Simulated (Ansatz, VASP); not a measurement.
# One calculation of MoSe, two programs

POSCAR

```
MoSe
1.0
    0.0000000000      2.8314484773      2.8314484773
    2.8314484773      0.0000000000      2.8314484773
    2.8314484773      2.8314484773      0.0000000000
Mo Se
1 1
Direct
    0.0000000000      0.0000000000      0.0000000000
    0.2500000000      0.2500000000      0.2500000000
```

The input INCAR.step1:

```
SYSTEM = MoSe
PREC = Accurate ; ENCUT = 520
ISMEAR = 1 ; SIGMA = 0.005
LREAL = .False. ; LASPH = .True.
NELM = 150 ; ISPIN = 2
MAGMOM = 3 0 ; LMAXMIX = 4
NBANDS = 21 ; GGA = PE
ALGO = Normal ; EDIFF = 1E-4
LWAVE = .True. ; LCHARG = .False.
```

The input INCAR.step2:

```
SYSTEM = MoSe
PREC = Accurate ; ENCUT = 520
EDIFF = 1E-6 ; ISMEAR = 1
SIGMA = 0.005 ; LREAL = .False.
LASPH = .True. ; NELM = 150
ALGO = Normal ; ISIF = 2
LWAVE = .False. ; LCHARG = .False.
ISPIN = 2 ; MAGMOM = 3 0
LORBIT = 11 ; LMAXMIX = 4
METAGGA = R2SCAN ; LMIXTAU = .True.
NBANDS = 21 ; ISTART = 1
```

The input KPOINTS:

```
Automatic mesh
0
Gamma
  10 10 10
  0 0 0
```

Input for Ansatz:

```yaml
crystal:
  lattice:
    - [0.0, 2.8314484773, 2.8314484773]
    - [2.8314484773, 0.0, 2.8314484773]
    - [2.8314484773, 2.8314484773, 0.0]
  atoms:
    - { symbol: Mo, position: [0.0, 0.0, 0.0], spin: 3.0 }
    - { symbol: Se, position: [0.25, 0.25, 0.25] }
basis:
  ecutwfc: 500
  ecutrho_ratio: 4
kpoints:
  mp_grid: { grid: [10, 10, 10] }
hamiltonian:
  xc: r2scan
scf:
  occupations: { method: methfessel_paxton, width: 0.005 }
output:
  forces: true
  stress: true
  write_density: true
  write_potential: true
  elf: true
  volumetric_format: npy
magnetization:
  spin_polarized: true
```

Alike in both runs: task single point; functional r2SCAN; k mesh 10 × 10 × 10; occupations methfessel-paxton of order 1, width 0.005 eV; collinear spin.

|  | VASP | Ansatz |
| --- | --- | --- |
| version | VASP 6.6.1 | Ansatz 0.2.0 |
| potentials or method | VASP PAW PBE potentials, release 64 (Mo_sv, Se), cutoff 520 eV | scalar-relativistic, plane waves, PAW |
| valence electrons in the cell | 20 | 30 |

VASP gave:

| Item | Value |
| --- | --- |
| gap on the k mesh at the Fermi level (eV) | none |
| pressure (GPa) | 0.1 |
| net moment per atom (μB) | 0.64 |
| size of the moment on the site where the two differ most (μB) | 1.17 |

**Question.** What did Ansatz give for the same quantities?

**Answer.** gap on the k mesh at the Fermi level (eV): none; pressure (GPa): 0.0; net moment per atom (μB): 0.64; size of the moment on the site where the two differ most (μB): 0.93.

VASP's potentials were made for PBE, not for r2SCAN. Site moments also hang on the region over which each program counts them. A gap of «none» marks a metal or a gap that the smearing closes. The functional is the same, so the differences come from potentials, cutoffs and numerics. VASP's potentials hold 20 valence electrons a cell and Ansatz's 30, so a difference there can come from the potentials and not from the codes. Ansatz's warnings: stability check not made.
